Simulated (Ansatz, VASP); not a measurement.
WC: VASP beside Ansatz

```
W C
1.0
     2.83904    0.00000    0.00000
    -1.41952    2.45868    0.00000
     0.00000    0.00000    2.77360
W C
1 1
Direct
  0.00000 0.00000 0.00000
  0.66667 0.33333 0.50000
```

Change from the starting cell: volume scaled by 0.94, ions relaxed.

Alike in both runs: functional PBE; k mesh 18 × 18 × 16; occupations fermi-dirac, width 0.05 eV; collinear spin.

Ansatz relaxed the structure, and its values are those at the end. VASP's run is a single point on that final structure, the one shown.

|  | VASP | Ansatz |
| --- | --- | --- |
| version | VASP 6.6.1 | Ansatz 0.2.0 |
| potentials or method | VASP PAW PBE potentials, release 64 (W_sv, C) | plane-wave PAW, scalar-relativistic |
| plane-wave cutoff (eV) | 520 | 420 |
| valence electrons in the cell | 18 | 18 |

```tsv
	VASP	Ansatz	Ansatz less VASP
pressure (GPa)	39.9	38.4	-1.51
net moment per atom (μB)	0.00	0.00	0.000
```

Both programs put the cell under a high pressure, so it lies far from rest at this level. Ansatz's warnings: seeded moment not kept, stress scf threshold loose.

Spin-orbit coupling is off throughout.
